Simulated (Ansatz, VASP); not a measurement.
**AgI: VASP beside Ansatz**

Contents of POSCAR:

```
AgI
1.0
    0.0000000000      3.1816334684      3.1816334684
    3.1816334684      0.0000000000      3.1816334684
    3.1816334684      3.1816334684      0.0000000000
Ag I
1 1
Direct
    0.0000000000      0.0000000000      0.0000000000
    0.2500000000      0.2500000000      0.2500000000
```

The input INCAR.step1:

```
SYSTEM = AgI
PREC     = Accurate       ! precision mode
ENCUT    = 550            ! plane-wave cutoff, eV
ISMEAR   = 0              ! smearing method
SIGMA    = 0.01           ! smearing width, eV
LREAL    = .FALSE.        ! projectors in reciprocal space
LASPH    = .TRUE.         ! aspherical terms in the spheres
NELM     = 120            ! most SCF steps
NBANDS   = 16             ! bands
GGA      = PE             ! functional
ALGO     = Normal         ! electronic algorithm
EDIFF    = 1E-5           ! SCF threshold, eV
LWAVE    = .TRUE.         ! write WAVECAR
LCHARG   = .FALSE.        ! write CHGCAR
GGA_COMPAT= .FALSE.
```

Contents of INCAR.step2:

```
SYSTEM = AgI
PREC     = Accurate       ! precision mode
ENCUT    = 550            ! plane-wave cutoff, eV
EDIFF    = 1E-6           ! SCF threshold, eV
ISMEAR   = 0              ! smearing method
SIGMA    = 0.01           ! smearing width, eV
LREAL    = .FALSE.        ! projectors in reciprocal space
LASPH    = .TRUE.         ! aspherical terms in the spheres
NELM     = 120            ! most SCF steps
ALGO     = Normal         ! electronic algorithm
ISIF     = 2              ! what is computed and relaxed
LWAVE    = .FALSE.        ! write WAVECAR
LCHARG   = .TRUE.         ! write CHGCAR
METAGGA  = R2SCAN         ! meta-GGA
LMIXTAU  = .TRUE.       
LELF     = .TRUE.         ! ELF
LVHAR    = .TRUE.       
NBANDS   = 16             ! bands
ISTART   = 1            
GGA_COMPAT= .FALSE.
```

The input KPOINTS:

```
regular mesh
0
G
  5 5 5
  0 0 0
```

Input for Ansatz:

```yaml
crystal:
  lattice:
    - [0.0, 3.181633468368929, 3.181633468368929]
    - [3.181633468368929, 0.0, 3.181633468368929]
    - [3.181633468368929, 3.181633468368929, 0.0]
  atoms:
    - { symbol: Ag, position: [0.0, 0.0, 0.0] }
    - { symbol: I, position: [0.25, 0.25, 0.25] }
basis:
  ecutwfc: 600.0
kpoints:
  mp_grid:
    grid: [5, 5, 5]
hamiltonian:
  xc: r2scan
  pseudopotentials:
    kind: paw
scf:
  occupations:
    method: fixed
output:
  stress: true
```

Alike in both runs: task single point; functional r2SCAN; k mesh 5 × 5 × 5; no spin polarisation.

|  | VASP | Ansatz |
| --- | --- | --- |
| version | VASP 6.6.1 | Ansatz 0.2.0 |
| potentials or method | VASP PAW PBE potentials, release 64 (Ag, I), cutoff 550 eV | plane waves, PAW |
| occupations | gaussian, width 0.01 eV | fixed |
| valence electrons in the cell | 18 | 36 |

VASP gave:

```
pressure (GPa) : 3.6
```

Question: Which values does Ansatz return?

Answer: Pressure (GPa): 3.8.

VASP's potentials were made for PBE, not for r2SCAN. VASP's potentials hold 18 valence electrons a cell and Ansatz's 36, so a difference there can come from the potentials and not from the codes.

Spin-orbit coupling is off throughout.
